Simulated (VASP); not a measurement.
Pd, 1 atom in the cell. It takes space group Fm-3m (No. 225, cubic). The conventional cell has a = 3.919 Å, b = 3.919 Å, c = 3.919 Å, α = 90.00°, β = 90.00°, γ = 90.00°. Pd (site symmetry m-3m) has 12 Pd at 2.77 Å within 3.7 Å. 

```yaml
Program: VASP 6.6.1
Task: single point
Functional: HSE06
Potentials_or_basis: VASP PAW PBE potentials, release 64 (Pd)
Cutoff: 520 eV
k_mesh: 8 × 8 × 8
Occupations: fermi-dirac, width 0.05 eV
Spin: no spin polarisation
Dipole_correction: no
Grid_for_exact_exchange_PRECFOCK: Normal
Further_INCAR_settings: ALGO = Normal; EDIFF = 1e-06; NBANDS = 11
Share_of_exact_exchange: 0.25
Screening_parameter: 0.2079 1/Å
```

Potentials or basis: VASP PAW PBE potentials, release 64 (Pd).

Run with:

```console
$ cat potpaw_PBE.64/Pd/POTCAR > POTCAR
$ cp INCAR.step1 INCAR
$ mpirun -np 1 vasp_std > vasp.out
$ cp INCAR.step2 INCAR
$ mpirun -np 1 vasp_std > vasp.out
```

Hardware: 1 thread of Intel Xeon 8259CL, with other jobs on the host.

Question: Estimate the wall time of this run.

Answer: Wall time 52 min on 1 thread of Intel Xeon 8259CL, with other jobs on the host, peak memory 0.25 GiB. Counts: k points 29.
